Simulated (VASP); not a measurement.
# Sb (P6_3/mmc) in VASP: relaxation of cell and atoms with revPBE

Aim: the relaxation of cell and atoms of Sb with revPBE.

Everything below comes from runs of VASP 6.6.1. Logs are shortened: lines on timing, memory, paths and dates and some standing lists are left out, and cuts for length are marked.

## Step 1: The cell of the first run

The structure is hexagonal, space group P6_3/mmc (No. 194). The conventional cell has a = 3.375 Å, b = 3.375 Å, c = 11.023 Å, α = 90.00°, β = 90.00°, γ = 120.00°. Within 4.4 Å of Sb (site symmetry -3m) lie 12 Sb at 3.37 Å. Sb (site symmetry -6m2) has 12 Sb at 3.37 Å within 4.4 Å.

This isn't the form of Sb at room conditions, which is rhombohedral.

## Step 2: Relaxation of cell and atoms, revPBE

INCAR

```
SYSTEM = Sb
PREC     = Accurate       ! precision mode
ENCUT    = 600            ! plane-wave cutoff, eV
EDIFF    = 1E-7           ! SCF threshold, eV
ISMEAR   = -1             ! smearing method
SIGMA    = 0.1            ! smearing width, eV
LREAL    = .False.        ! projectors in reciprocal space
LASPH    = .True.         ! aspherical terms in the spheres
NELM     = 60             ! most SCF steps
ALGO     = Normal         ! electronic algorithm
ISIF     = 3              ! what is computed and relaxed
LWAVE    = .False.        ! write WAVECAR
LCHARG   = .False.        ! write CHGCAR
GGA      = RE             ! functional
IBRION   = 2              ! ionic algorithm
NSW      = 80             ! ionic steps
EDIFFG   = -0.01          ! ionic threshold
```

KPOINTS

```
Automatic mesh
0
Gamma
  11 11 3
  0 0 0
```

POSCAR

```
Sb
1.0
    3.3749600568      0.0000000000      0.0000000000
   -1.6874800284      2.9228011460      0.0000000000
    0.0000000000      0.0000000000     11.0226195456
Sb
4
Direct
    0.0000000000      0.0000000000      0.0000000000
    0.0000000000      0.0000000000      0.5000000000
    0.3333333333      0.6666666667      0.2500000000
    0.6666666667      0.3333333333      0.7500000000
```

Potentials or basis: VASP PAW PBE potentials, release 64 (Sb).

Started as:

```sh
cat potpaw_PBE.64/Sb/POTCAR > POTCAR
mpirun -np 1 vasp_std > vasp.out
```

OUTCAR:

```text
SYSTEM = Sb
   PREC = Accurate
   ENCUT = 600
   EDIFF = 1E-7
   ISMEAR = -1
   LREAL = .False.
   LASPH = .True.
   NELM = 60
   ISIF = 3
   GGA = RE
   IBRION = 2
   NSW = 80
   EDIFFG = -0.01

 ion  position               nearest neighbor table
   1  0.000  0.000  0.000-   3 3.37   4 3.37   4 3.37   3 3.37   4 3.37   3 3.37
   2  0.000  0.000  0.500-   3 3.37   4 3.37   4 3.37   3 3.37   4 3.37   3 3.37
   3  0.333  0.667  0.250-   1 3.37   2 3.37   1 3.37   2 3.37   1 3.37   2 3.37
   4  0.667  0.333  0.750-   1 3.37   2 3.37   1 3.37   2 3.37   1 3.37   2 3.37

  LATTYP: Found a hexagonal cell.
 ALAT       =     3.3749600568
 C/A-ratio  =     3.2660000000

  Lattice vectors:

 A1 = (   3.3749600568,   0.0000000000,   0.0000000000)
 A2 = (  -1.6874800284,   2.9228011460,   0.0000000000)
 A3 = (   0.0000000000,   0.0000000000,  11.0226195456)

Analysis of symmetry for initial positions (statically):
=====================================================================
 Subroutine PRICEL returns:
 Original cell was already a primitive cell.

 Routine SETGRP: Setting up the symmetry group for a
 hexagonal supercell.

 Subroutine GETGRP returns: Found 24 space group operations
 (whereof 12 operations were pure point group operations)
 out of a pool of 24 trial point group operations.

The static configuration has the point symmetry D_3d.
 The point group associated with its full space group is D_6h.

Analysis of symmetry for dynamics (positions and initial velocities):
=====================================================================
 Subroutine PRICEL returns:
 Original cell was already a primitive cell.

 Routine SETGRP: Setting up the symmetry group for a
 hexagonal supercell.

 Subroutine GETGRP returns: Found 24 space group operations
 (whereof 12 operations were pure point group operations)
 out of a pool of 24 trial point group operations.

The dynamic configuration has the point symmetry D_3d.
 The point group associated with its full space group is D_6h.

 Subroutine INISYM returns: Found 24 space group operations
 (whereof 12 operations are pure point group operations),
 and found     1 'primitive' translations

----------------------------------------------------------------------------------------

                                     Primitive cell

  volume of cell :     108.7308

  direct lattice vectors                    reciprocal lattice vectors
     3.374960057  0.000000000  0.000000000     0.296299803  0.171068771  0.000000000
    -1.687480028  2.922801146  0.000000000     0.000000000  0.342137542  0.000000000
     0.000000000  0.000000000 11.022619546     0.000000000  0.000000000  0.090722536

  length of vectors
     3.374960057  3.374960057 11.022619546     0.342137542  0.342137542  0.090722536

  position of ions in fractional coordinates (direct lattice)
     0.000000000  0.000000000  0.000000000
     0.000000000  0.000000000  0.500000000
     0.333333333  0.666666667  0.250000000
     0.666666667  0.333333333  0.750000000

  ion indices of the primitive-cell ions
   primitive index   ion index
                 1           1
                 2           2
                 3           3
                 4           4

----------------------------------------------------------------------------------------

 KPOINTS: Automatic mesh

Automatic generation of k-mesh.
 Grid dimensions read from file:
 generate k-points for:   11   11    3

 Generating k-lattice:

  Cartesian coordinates                     Fractional coordinates (reciprocal lattice)
     0.026936346  0.015551706  0.000000000     0.090909091  0.000000000  0.000000000
     0.000000000  0.031103413  0.000000000     0.000000000  0.090909091  0.000000000
     0.000000000  0.000000000  0.030240845     0.000000000  0.000000000  0.333333333

  Length of vectors
     0.031103413  0.031103413  0.030240845

  Shift w.r.t. Gamma in fractional coordinates (k-lattice)
     0.000000000  0.000000000  0.000000000

 Subroutine IBZKPT returns following result:
 ===========================================

 Found     32 irreducible k-points:

 Following reciprocal coordinates:
            Coordinates               Weight
  0.000000  0.000000  0.000000      1.000000
  0.090909  0.000000  0.000000      6.000000
  0.181818  0.000000  0.000000      6.000000
  0.272727  0.000000  0.000000      6.000000
  0.363636  0.000000  0.000000      6.000000
  0.454545 -0.000000  0.000000      6.000000
[... 16 lines left out ...]
  0.090909  0.090909  0.333333     12.000000
  0.181818  0.090909  0.333333     24.000000
 [... further k-points ...]
   k-points           NKPTS =     32   k-points in BZ     NKDIM =     32   number of bands    NBANDS=     14
   number of dos      NEDOS =    301   number of ions     NIONS =      4
   total plane-waves  NPLWV =  70560
   dimension x,y,z NGX =    28 NGY =   28 NGZ =   90
   dimension x,y,z NGXF=    56 NGYF=   56 NGZF=  180
   ions per type =               4
   NGX,Y,Z   is equivalent  to a cutoff of  13.79, 13.79, 13.57 a.u.
   NGXF,Y,Z  is equivalent  to a cutoff of  27.58, 27.58, 27.15 a.u.
 SYSTEM =  Sb
   PREC   = accura    normal or accurate (medium, high low for compatibility)
   ISTART =      0    job   : 0-new  1-cont  2-samecut
   ICHARG =      2    charge: 1-file 2-atom 10-const
   ISPIN  =      1    spin polarized calculation?
   LNONCOLLINEAR =      F non collinear calculations
   LSORBIT =      F    spin-orbit coupling
   LASPH  =      T    aspherical Exc in radial PAW
   ENCUT  =  600.0 eV  44.10 Ry    6.64 a.u.   6.74  6.74 22.01*2*pi/ulx,y,z
   NELM   =     60;   NELMIN=  2; NELMDL= -5     # of ELM steps
   EDIFF  = 0.1E-06   stopping-criterion for ELM
   LREAL  =      F    real-space projection
   EDIFFG = -.1E-01   stopping-criterion for IOM
   NSW    =     80    number of steps for IOM
   IBRION =      2    ionic relax: 0-MD 1-quasi-New 2-CG
   NFREE  =      1    steps in history (QN), initial steepest desc. (CG)
   ISIF   =      3    stress and relaxation
   ISYM   =      2    0-nonsym 1-usesym 2-fastsym
   POTIM  = 0.5000    time-step for ionic-motion
   TEBEG  =    0.0;   TEEND  =   0.0 temperature during run
   PSTRESS=    0.0 pullay stress
   NELECT =      20.0000    total number of electrons
   NUPDOWN=      -1.0000    fix difference up-down
   EMIN   =  10.00;   EMAX   =-10.00  energy-range for DOS
   EFERMI =   0.00;   METHOD = LEGACY
   ISMEAR =    -1;   SIGMA  =   0.10  broadening in eV -4-tet -1-fermi 0-gaus
   EFERMI_NEDOS =   21; number of points for ismear=-14 and -15
   IALGO  =     38    algorithm
   IMIX   =      4    mixing-type and parameters
     AMIX     =   0.40;   BMIX     =  1.00
     AMIX_MAG =   1.60;   BMIX_MAG =  1.00
  volume/ion in A,a.u.               =      27.18       183.44
  Fermi-wavevector in a.u.,A,eV,Ry     =   0.931038  1.759406 11.793954  0.866831
  Thomas-Fermi vector in A             =   2.057489
   LORBIT       =      0    0 simple, 1 ext, 2 COOP (PROOUT), +10 PAW based schemes
   GGA     = RE    functional components
   LHFCALC =     F    Hartree Fock is set to
   AEXX    =    0.0000 exact exchange contribution
   IVDW    =     0    specifies the selected vdW correction
   LEPSILON=     F    determine dielectric tensor
   LRPA    =     F    only Hartree local field effects (RPA)
 conjugate gradient relaxation of ions
 non-spin polarized calculation
  energy-cutoff  :      600.00
  volume of cell :      108.73
 maximum number of plane-waves:      3645
 NGX is ok and might be reduce to    28
   NGX = 13   NGY = 13   NGZ = 45

--------------------------------------- Ionic step        1  -------------------------------------------

 number of electron      19.9999999 magnetization

 Free energy of the ion-electron system (eV)
  ---------------------------------------------------
  ext. energy  EPLUGINS =         0.00000000
  ---------------------------------------------------
  free energy    TOTEN  =       -14.12562924 eV

  energy without entropy =      -14.04029197  energy(sigma->0) =      -14.08296061

------------------------ aborting loop because EDIFF is reached ----------------------------------------

  FORCE on cell =-STRESS in cart. coord.  units (eV):
  Direction    XX          YY          ZZ          XY          YZ          ZX
  --------------------------------------------------------------------------------------
  -------------------------------------------------------------------------------------
  Total        0.5040856      0.5040856      1.6538499      0.0000000      0.0000000      0.0000000
  in kB        7.4278327      7.4278327     24.3699115      0.0000000      0.0000000      0.0000000
  external PRESSURE =      13.0751923 kB  Pullay stress =       0.0000000 kB
[... 137 lines left out ...]
  energy  without entropy=      -14.0606581231  energy(sigma->0) =      -14.10425132

--------------------------------------- Ionic step        5  -------------------------------------------

 number of electron      20.0000000 magnetization

 Free energy of the ion-electron system (eV)
  ---------------------------------------------------
  ext. energy  EPLUGINS =         0.00000000
  ---------------------------------------------------
  free energy    TOTEN  =       -14.15037552 eV

  energy without entropy =      -14.06326517  energy(sigma->0) =      -14.10682035

 E-fermi :   8.2204     XC(G=0): -10.0634

 val. band max:        8.1279163307   @ k =   0.2727   0.1818   0.0000
 cond. band min:       8.2356469711   @ k =   0.3636   0.0909   0.3333
 fundamental gap:      0.1077306405
 Fermi energy:         8.2203720428

 k-point     1 :       0.0000    0.0000    0.0000
  band No.  band energies     occupation
      1      -4.4879      2.00000
      2      -3.3875      2.00000
      3      -3.3800      2.00000
      4      -1.2326      2.00000
      5       2.5262      2.00000
      6       6.9828      1.99999
      7       6.9868      1.99999
      8      12.0568      0.00000
      9      12.0568      0.00000
     10      12.6744      0.00000
     11      12.6744      0.00000
     12      12.7267      0.00000
     13      12.7267      0.00000
     14      12.8066      0.00000
[... 375 lines left out ...]
 k-point    24 :       0.1818    0.0909    0.3333
  band No.  band energies     occupation
      1      -3.3554      2.00000
      2      -2.9895      2.00000
      3      -1.6171      2.00000
      4      -0.7900      2.00000
      5       4.2214      2.00000
      6       5.6665      2.00000
      7       7.2818      1.99983
      8       7.7061      1.98838
      9       8.2557      0.82520
     10       8.7879      0.00684
     11       9.6684      0.00000
     12      10.1448      0.00000
     13      10.3141      0.00000
     14      10.9260      0.00000

 [... further k-points ...]

------------------------ aborting loop because EDIFF is reached ----------------------------------------

  FORCE on cell =-STRESS in cart. coord.  units (eV):
  Direction    XX          YY          ZZ          XY          YZ          ZX
  --------------------------------------------------------------------------------------
  -------------------------------------------------------------------------------------
  Total       -0.0284303     -0.0284303      0.0175089      0.0000000      0.0000000      0.0000000
  in kB       -0.4096893     -0.4096893      0.2523083      0.0000000      0.0000000      0.0000000
  external PRESSURE =      -0.1890234 kB  Pullay stress =       0.0000000 kB
[... 19 lines left out ...]
  FREE ENERGIE OF THE ION-ELECTRON SYSTEM (eV)
  ---------------------------------------------------
  free  energy   TOTEN  =       -14.1503755249 eV

  energy  without entropy=      -14.0632651670  energy(sigma->0) =      -14.10682035

 reached required accuracy - stopping structural energy minimisation
```

Wall time 1.8 min (1 thread of AMD EPYC 9R45 (Zen 5), shared host); peak memory 0.25 GiB.

Results:

* Free energy: -14.1504 eV
* Relaxed volume: 27.80 Å³/atom
* Relaxed cell: a = 3.358 Å, b = 3.358 Å, c = 11.382 Å, α = 90.00°, β = 90.00°, γ = 120.00°
* Space group after relaxing (to 0.1 Å): P6_3/mmc (No. 194)
* Energy gained by relaxing: 6.2 meV/atom
* Ionic steps: 5
* Pressure after relaxing: 0.0 GPa
* Band gap on the k mesh: zero (bands 10 and 11 overlap by 6.71 eV)

The path:
| step | energy change (eV) | largest force (eV/Å) | pressure (GPa) | volume (Å³) |
| --- | --- | --- | --- | --- |
| 1 | 0.0000 | 0.0000 | 1.31 | 108.73 |
| 2 | -0.0161 | 0.0000 | -0.57 | 112.25 |
| 3 | -0.0165 | 0.0000 | -0.33 | 111.77 |
| 4 | -0.0222 | 0.0000 | -0.20 | 111.49 |
| 5 | -0.0247 | 0.0000 | -0.02 | 111.18 |

Final structure:
```
CELL_PARAMETERS angstrom
3.35848 0.00000 0.00000
-1.67924 2.90853 0.00000
0.00000 0.00000 11.38208
ATOMIC_POSITIONS crystal
Sb 0.00000 0.00000 0.00000
Sb 0.00000 0.00000 0.50000
Sb 0.33333 0.66667 0.25000
Sb 0.66667 0.33333 0.75000
```

Caveat: the PAW data sets were made with another functional, which shifts forces and pressure a little; spin-orbit coupling is left out, which moves the levels of the heavy elements.
